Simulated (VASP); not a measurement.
# VN2 (I4/mcm) in VASP: further runs

The runs below take VN2 through single point, with PBEsol.

Everything below comes from runs of VASP 6.6.1. Logs are shortened: lines on timing, memory, paths and dates and some standing lists are left out, and cuts for length are marked.

## Step 1: The cell of the first run

The structure is tetragonal, space group I4/mcm (No. 140). The conventional cell has a = 4.048 Å, b = 4.048 Å, c = 4.665 Å, α = 90.00°, β = 90.00°, γ = 90.00°. Within 2.7 Å of V (site symmetry 422) lie 8 N at 2.00 Å and 2 V at 2.33 Å. N (site symmetry m2m) has 1 N at 1.31 Å within 1.8 Å.

## Step 2: Single point, PBEsol (strain -0.050 along x and y, -0.050 along z)

File INCAR:

```
  PREC = Accurate
  ENCUT = 520
  EDIFF = 1E-6
  ISMEAR = 0
  SIGMA = 0.15
  LREAL = False
  LASPH = True
  NELM = 80
  ALGO = Normal
  ISIF = 2
  LWAVE = False
  LCHARG = True
  GGA = PS
  LELF = True
  LVHAR = True
  NBANDS = 32
```

File KPOINTS:

```
regular mesh
0
Gamma
  16 16 16
```

File POSCAR:

```
VN2
1.0
   -2.0238064750      2.0238064750      2.3325173884
    2.0238064750     -2.0238064750      2.3325173884
    2.0238064750      2.0238064750     -2.3325173884
V N
2 4
Direct
    0.2500000000      0.2500000000      0.0000000000
    0.7500000000      0.7500000000      0.0000000000
    0.1142608421      0.6142608421      0.7285216842
    0.6142608421      0.8857391579      0.5000000000
    0.8857391579      0.3857391579      0.2714783159
    0.3857391579      0.1142608421      0.5000000000
```

Potentials or basis: VASP PAW PBE potentials, release 64 (V_sv, N).

The run is started by

```
$ cat potpaw_PBE.64/V_sv/POTCAR potpaw_PBE.64/N/POTCAR > POTCAR
$ mpirun -np 1 vasp_std > vasp.out
```

OUTCAR:

```text
PREC = Accurate
   ENCUT = 520
   EDIFF = 1E-6
   ISMEAR = 0
   LREAL = False
   LASPH = True
   NELM = 80
   ISIF = 2
   GGA = PS

 ion  position               nearest neighbor table
   1  0.250  0.250  0.000-   5 2.00   3 2.00   6 2.00   6 2.00   4 2.00   4 2.00   3 2.00   5 2.00
                             2 2.33   2 2.33   2 2.86   2 2.86   2 2.86   2 2.86
   2  0.750  0.750  0.000-   5 2.00   3 2.00   4 2.00   4 2.00   6 2.00   6 2.00   3 2.00   5 2.00
                             1 2.33   1 2.33   1 2.86   1 2.86   1 2.86   1 2.86
   3  0.114  0.614  0.729-   5 1.31   1 2.00   2 2.00   2 2.00   1 2.00
   4  0.614  0.886  0.500-   6 1.31   2 2.00   1 2.00   2 2.00   1 2.00
   5  0.886  0.386  0.271-   3 1.31   2 2.00   1 2.00   2 2.00   1 2.00
   6  0.386  0.114  0.500-   4 1.31   1 2.00   2 2.00   1 2.00   2 2.00

  LATTYP: Found a body centered tetragonal cell.
 ALAT       =     4.0476129500
 C/A-ratio  =     1.1525397399

  Lattice vectors:

 A1 = (  -2.0238064750,   2.0238064750,   2.3325173884)
 A2 = (   2.0238064750,  -2.0238064750,   2.3325173884)
 A3 = (   2.0238064750,   2.0238064750,  -2.3325173884)

Analysis of symmetry for initial positions (statically):
=====================================================================
 Subroutine PRICEL returns:
 Original cell was already a primitive cell.

 Routine SETGRP: Setting up the symmetry group for a
 body centered tetragonal supercell.

 Subroutine GETGRP returns: Found 16 space group operations
 (whereof  8 operations were pure point group operations)
 out of a pool of 16 trial point group operations.

The static configuration has the point symmetry C_4h.
 The point group associated with its full space group is D_4h.

Analysis of symmetry for dynamics (positions and initial velocities):
=====================================================================
 Subroutine PRICEL returns:
 Original cell was already a primitive cell.

 Routine SETGRP: Setting up the symmetry group for a
 body centered tetragonal supercell.

 Subroutine GETGRP returns: Found 16 space group operations
 (whereof  8 operations were pure point group operations)
 out of a pool of 16 trial point group operations.

The dynamic configuration has the point symmetry C_4h.
 The point group associated with its full space group is D_4h.

 Subroutine INISYM returns: Found 16 space group operations
 (whereof  8 operations are pure point group operations),
 and found     1 'primitive' translations

----------------------------------------------------------------------------------------

                                     Primitive cell

  volume of cell :      38.2140

  direct lattice vectors                    reciprocal lattice vectors
    -2.023806475  2.023806475  2.332517388     0.000000000  0.247059196  0.214360674
     2.023806475 -2.023806475  2.332517388     0.247059196  0.000000000  0.214360674
     2.023806475  2.023806475 -2.332517388     0.247059196  0.247059196  0.000000000

  length of vectors
     3.692183996  3.692183996  3.692183996     0.327091340  0.327091340  0.349394465

  position of ions in fractional coordinates (direct lattice)
     0.250000000  0.250000000  0.000000000
     0.750000000  0.750000000  0.000000000
     0.114260842  0.614260842  0.728521684
     0.614260842  0.885739158  0.500000000
     0.885739158  0.385739158  0.271478316
     0.385739158  0.114260842  0.500000000

  ion indices of the primitive-cell ions
   primitive index   ion index
                 1           1
                 2           2
                 3           3
                 4           4
                 5           5
                 6           6

----------------------------------------------------------------------------------------

 KPOINTS: regular mesh

Automatic generation of k-mesh.
 Grid dimensions read from file:
 generate k-points for:   16   16   16

 Generating k-lattice:

  Cartesian coordinates                     Fractional coordinates (reciprocal lattice)
     0.000000000  0.015441200  0.013397542     0.062500000 -0.000000000  0.000000000
     0.015441200  0.000000000  0.013397542    -0.000000000  0.062500000  0.000000000
     0.015441200  0.015441200  0.000000000     0.000000000  0.000000000  0.062500000

  Length of vectors
     0.020443209  0.020443209  0.021837154

  Shift w.r.t. Gamma in fractional coordinates (k-lattice)
     0.000000000  0.000000000  0.000000000

 Subroutine IBZKPT returns following result:
 ===========================================

 Found    349 irreducible k-points:

 Following reciprocal coordinates:
            Coordinates               Weight
  0.000000  0.000000  0.000000      1.000000
  0.062500 -0.000000  0.000000      8.000000
  0.125000 -0.000000  0.000000      8.000000
  0.187500  0.000000  0.000000      8.000000
  0.250000 -0.000000  0.000000      8.000000
  0.312500  0.000000  0.000000      8.000000
[... 16 lines left out ...]
 -0.125000  0.062500 -0.000000     16.000000
 -0.062500  0.062500  0.000000      4.000000
 [... further k-points ...]
   k-points           NKPTS =    349   k-points in BZ     NKDIM =    349   number of bands    NBANDS=     32
   number of dos      NEDOS =    301   number of ions     NIONS =      6
   total plane-waves  NPLWV =  21952
   dimension x,y,z NGX =    28 NGY =   28 NGZ =   28
   dimension x,y,z NGXF=    56 NGYF=   56 NGZF=   56
   ions per type =               2   4
   NGX,Y,Z   is equivalent  to a cutoff of  12.61, 12.61, 12.61 a.u.
   NGXF,Y,Z  is equivalent  to a cutoff of  25.21, 25.21, 25.21 a.u.
 SYSTEM =  unknown system
   PREC   = accura    normal or accurate (medium, high low for compatibility)
   ISTART =      0    job   : 0-new  1-cont  2-samecut
   ICHARG =      2    charge: 1-file 2-atom 10-const
   ISPIN  =      1    spin polarized calculation?
   LNONCOLLINEAR =      F non collinear calculations
   LSORBIT =      F    spin-orbit coupling
   LASPH  =      T    aspherical Exc in radial PAW
   ENCUT  =  520.0 eV  38.22 Ry    6.18 a.u.   6.87  6.87  6.87*2*pi/ulx,y,z
   NELM   =     80;   NELMIN=  2; NELMDL= -5     # of ELM steps
   EDIFF  = 0.1E-05   stopping-criterion for ELM
   LREAL  =      F    real-space projection
   EDIFFG = 0.1E-04   stopping-criterion for IOM
   NSW    =      0    number of steps for IOM
   IBRION =     -1    ionic relax: 0-MD 1-quasi-New 2-CG
   NFREE  =      0    steps in history (QN), initial steepest desc. (CG)
   ISIF   =      2    stress and relaxation
   ISYM   =      2    0-nonsym 1-usesym 2-fastsym
   POTIM  = 0.5000    time-step for ionic-motion
   TEBEG  =    0.0;   TEEND  =   0.0 temperature during run
   PSTRESS=    0.0 pullay stress
   NELECT =      46.0000    total number of electrons
   NUPDOWN=      -1.0000    fix difference up-down
   EMIN   =  10.00;   EMAX   =-10.00  energy-range for DOS
   EFERMI =   0.00;   METHOD = LEGACY
   ISMEAR =     0;   SIGMA  =   0.15  broadening in eV -4-tet -1-fermi 0-gaus
   EFERMI_NEDOS =   21; number of points for ismear=-14 and -15
   IALGO  =     38    algorithm
   IMIX   =      4    mixing-type and parameters
     AMIX     =   0.40;   BMIX     =  1.00
     AMIX_MAG =   1.60;   BMIX_MAG =  1.00
  volume/ion in A,a.u.               =       6.37        42.98
  Fermi-wavevector in a.u.,A,eV,Ry     =   1.741485  3.290930 41.263358  3.032771
  Thomas-Fermi vector in A             =   2.813933
   LORBIT       =      0    0 simple, 1 ext, 2 COOP (PROOUT), +10 PAW based schemes
   GGA     = PS    functional components
   LHFCALC =     F    Hartree Fock is set to
   AEXX    =    0.0000 exact exchange contribution
   IVDW    =     0    specifies the selected vdW correction
   LEPSILON=     F    determine dielectric tensor
   LRPA    =     F    only Hartree local field effects (RPA)
 non-spin polarized calculation
 Gauss-broadening in eV      SIGMA  =   0.15
  energy-cutoff  :      520.00
  volume of cell :       38.21
 maximum number of plane-waves:      1050
   NGX = 13   NGY = 13   NGZ = 13

 number of electron      46.0000012 magnetization

 Free energy of the ion-electron system (eV)
  ---------------------------------------------------
  ext. energy  EPLUGINS =         0.00000000
  ---------------------------------------------------
  free energy    TOTEN  =       -55.59511020 eV

  energy without entropy =      -55.57733911  energy(sigma->0) =      -55.58622465

 E-fermi :  14.6335     XC(G=0): -15.0001

 val. band max:       14.6282434288   @ k =  -0.4375   0.5000   0.3125
 cond. band min:      14.6348012274   @ k =   0.4375   0.0625   0.0625
 fundamental gap:      0.0065577986
 Fermi energy:        14.6334962166

 k-point     1 :       0.0000    0.0000    0.0000
  band No.  band energies     occupation
      1     -50.8373      2.00000
      2     -50.4853      2.00000
      3     -25.4265      2.00000
      4     -24.8138      2.00000
      5     -24.8138      2.00000
      6     -24.7927      2.00000
[... 24 lines left out ...]
     31      17.7513      0.00000
     32      20.2819      0.00000

 k-point     2 :       0.0625   -0.0000    0.0000
  band No.  band energies     occupation
      1     -50.8339      2.00000
      2     -50.4886      2.00000
      3     -25.4135      2.00000
      4     -24.8149      2.00000
      5     -24.8144      2.00000
      6     -24.7950      2.00000
[... 24 lines left out ...]
     31      17.8468      0.00000
     32      20.2015      0.00000

 k-point     3 :       0.1250   -0.0000    0.0000
  band No.  band energies     occupation
      1     -50.8237      2.00000
      2     -50.4985      2.00000
      3     -25.3750      2.00000
      4     -24.8181      2.00000
      5     -24.8163      2.00000
      6     -24.8013      2.00000
[... 24 lines left out ...]
     31      18.0654      0.00000
     32      19.9669      0.00000

 k-point     4 :       0.1875    0.0000    0.0000
  band No.  band energies     occupation
      1     -50.8073      2.00000
      2     -50.5145      2.00000
      3     -25.3119      2.00000
      4     -24.8229      2.00000
      5     -24.8190      2.00000
      6     -24.8106      2.00000
[... 654 lines left out ...]
     31      18.2788      0.00000
     32      19.6692      0.00000

 k-point    23 :      -0.1250    0.0625   -0.0000
  band No.  band energies     occupation
      1     -50.8311      2.00000
      2     -50.4909      2.00000
      3     -25.4196      2.00000
      4     -24.8274      2.00000
      5     -24.8186      2.00000
      6     -24.7933      2.00000
[... 24 lines left out ...]
     31      18.0457      0.00000
     32      19.9870      0.00000

 k-point    24 :      -0.0625    0.0625    0.0000
  band No.  band energies     occupation
      1     -50.8359      2.00000
      2     -50.4864      2.00000
      3     -25.4295      2.00000
      4     -24.8157      2.00000
      5     -24.8096      2.00000
      6     -24.8029      2.00000
[... 24 lines left out ...]
     31      17.8637      0.00000
     32      20.1699      0.00000

 [... further k-points ...]
[... 5 lines left out ...]
  --------------------------------------------------------------------------------------
  -------------------------------------------------------------------------------------
  Total       19.6546584     19.6546584     17.1338358      0.0000000     -0.0000000      0.0000000
  in kB      824.0493849    824.0493849    718.3603264      0.0000000     -0.0000000      0.0000000
  external PRESSURE =     788.8196987 kB  Pullay stress =       0.0000000 kB

 VOLUME and BASIS-vectors are now :
 -----------------------------------------------------------------------------
  energy-cutoff  :      520.00
  volume of cell :       38.21
      direct lattice vectors                 reciprocal lattice vectors
    -2.023806475  2.023806475  2.332517388     0.000000000  0.247059196  0.214360674
     2.023806475 -2.023806475  2.332517388     0.247059196  0.000000000  0.214360674
     2.023806475  2.023806475 -2.332517388     0.247059196  0.247059196  0.000000000

 POSITION                                       TOTAL-FORCE (eV/Angst)
 -----------------------------------------------------------------------------------
      0.00000      0.00000      1.16626        -0.000000      0.000000      0.000000
      0.00000      0.00000      3.49878        -0.000000      0.000000      0.000000
      2.48629      0.46248      0.00000         1.067830      1.067830     -0.000000
      1.56132      0.46248      2.33252        -1.067830      1.067830     -0.000000
     -0.46248      1.56132      2.33252        -1.067830     -1.067830      0.000000
      0.46248      1.56132      0.00000         1.067830     -1.067830      0.000000
 -----------------------------------------------------------------------------------
    total drift:                               -0.000000     -0.000000      0.000000

  FREE ENERGIE OF THE ION-ELECTRON SYSTEM (eV)
  ---------------------------------------------------
  free  energy   TOTEN  =       -55.5951102001 eV

  energy  without entropy=      -55.5773391064  energy(sigma->0) =      -55.58622465
```

Run time: 4.2 min. Hardware: 1 thread of Intel Xeon 6975P-C, shared host; peak memory 0.42 GiB.

What came out:

```
Free energy            : -55.5951 eV
Pressure               : 78.9 GPa
Largest force          : 1.510 eV/Å
Band gap on the k mesh : zero (band 23 reaches 14.86 eV, above the bottom of band 24 at 14.40 eV)
```

Forces on the atoms (eV/Å):
```
V    0.000  0.000  0.000
V    0.000  0.000  0.000
N    1.068  1.068  0.000
N   -1.068  1.068  0.000
N   -1.068 -1.068  0.000
N    1.068 -1.068  0.000
```

Caveat: the cell differs from its parent crystal (strain -0.050 along x and y, -0.050 along z); the PAW data sets were made with another functional, which shifts forces and pressure a little; the run has no spin polarisation, though such a crystal can be magnetic.

## Step 3: Single point, PBEsol (strain -0.050 along x and y, -0.025 along z)

File INCAR:

```
SYSTEM = VN2
PREC = Accurate ; ENCUT = 520
EDIFF = 1E-6 ; ISMEAR = 0
SIGMA = 0.15 ; LREAL = .FALSE.
LASPH = .TRUE. ; NELM = 60
ALGO = Normal ; ISIF = 2
LWAVE = .FALSE. ; LCHARG = .FALSE.
GGA = PS ; NBANDS = 32
```

File KPOINTS:

```
Automatic mesh
0
G
  16 16 16
  0 0 0
```

Edit POSCAR of step 2 so:

```diff
@@ -2,5 +2,5 @@
 1.0
-   -2.0238064750      2.0238064750      2.3325173884
-    2.0238064750     -2.0238064750      2.3325173884
-    2.0238064750      2.0238064750     -2.3325173884
+   -2.0238064750      2.0238064750      2.3938994250
+    2.0238064750     -2.0238064750      2.3938994250
+    2.0238064750      2.0238064750     -2.3938994250
 V N
```

Potentials or basis: VASP PAW PBE potentials, release 64 (V_sv, N).

The run is started by

```
$ cat potpaw_PBE.64/V_sv/POTCAR potpaw_PBE.64/N/POTCAR > POTCAR
$ mpirun -np 1 vasp_std > vasp.out
```

It took 4.5 min on 1 thread of Intel Xeon 6975P-C, shared host; peak memory 0.43 GiB.

It converged, with:

* Free energy: -55.9689 eV
* Pressure: 63.5 GPa
* Largest force: 1.473 eV/Å
* Band gap on the k mesh: zero (band 23 reaches 14.49 eV, above the bottom of band 24 at 13.97 eV)

Forces on the atoms (eV/Å):
```
V    0.000  0.000  0.000
V    0.000  0.000  0.000
N    1.042  1.042  0.000
N   -1.042  1.042  0.000
N   -1.042 -1.042  0.000
N    1.042 -1.042  0.000
```

Stress tensor (GPa, compression positive):
```
71.57  0.00  0.00
 0.00 71.57  0.00
 0.00  0.00 47.42
```

Levels at points of the mesh, in eV from the Fermi level:
```csv
k point,band 20,band 21,band 22,band 23,band 24,band 25,band 26,band 27
"(0.00, 0.00, 0.00)",-3.67,-3.05,-3.05,-3.04,0.99,0.99,1.05,1.67
"(0.50, 0.00, 0.00)",-3.98,-3.94,-3.94,0.21,0.21,1.01,1.01,1.25
"(0.50, 0.50, 0.00)",-5.90,-3.45,-3.23,-1.45,0.28,0.87,1.47,2.37
"(0.50, 0.50, 0.50)",-2.81,-2.81,-0.63,-0.16,-0.08,0.07,0.10,2.31
```

Caveat: the cell differs from its parent crystal (strain -0.050 along x and y, -0.025 along z); the PAW data sets were made with another functional, which shifts forces and pressure a little; the run has no spin polarisation, though such a crystal can be magnetic.

(Continued in part 2 of 2.)
